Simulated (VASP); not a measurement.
A run of VASP 6.6.1:

File INCAR:

```
ALGO = Normal ; EDIFF = 1E-7
ENCUT = 520 ; GGA = PS
ISIF = 2 ; ISMEAR = -1
LASPH = T ; LCHARG = F
LREAL = F ; LWAVE = F
NBANDS = 36 ; NELM = 100
PREC = Accurate ; SIGMA = 0.1
```

Contents of KPOINTS:

```
k-points
0
Gamma
  12 12 4
```

File POSCAR:

```
Pb
1.0
    3.3457237546      0.0000000000      0.0000000000
   -1.6728618773      2.8974817655      0.0000000000
    0.0000000000      0.0000000000     10.8602558843
Pb
4
Direct
    1.0000000000      1.0000000000      0.0000000000
    1.0000000000      1.0000000000      0.5000000000
    0.3333333333      0.6666666667      0.2500000000
    0.6666666667      0.3333333333      0.7500000000
```

Potentials or basis: VASP PAW PBE potentials, release 64 (Pb_d).

Launch:

```bash
$ cat potpaw_PBE.64/Pb_d/POTCAR > POTCAR
$ mpirun -np 1 vasp_std > vasp.out
```

Hardware: 1 thread of Intel Xeon 8259CL, on a shared host.

Task: Estimate the wall time of this run.

Result: Wall time 5.4 min on 1 thread of Intel Xeon 8259CL (shared host), peak memory 0.33 GiB. Counts: scf iterations 13, k points 57.
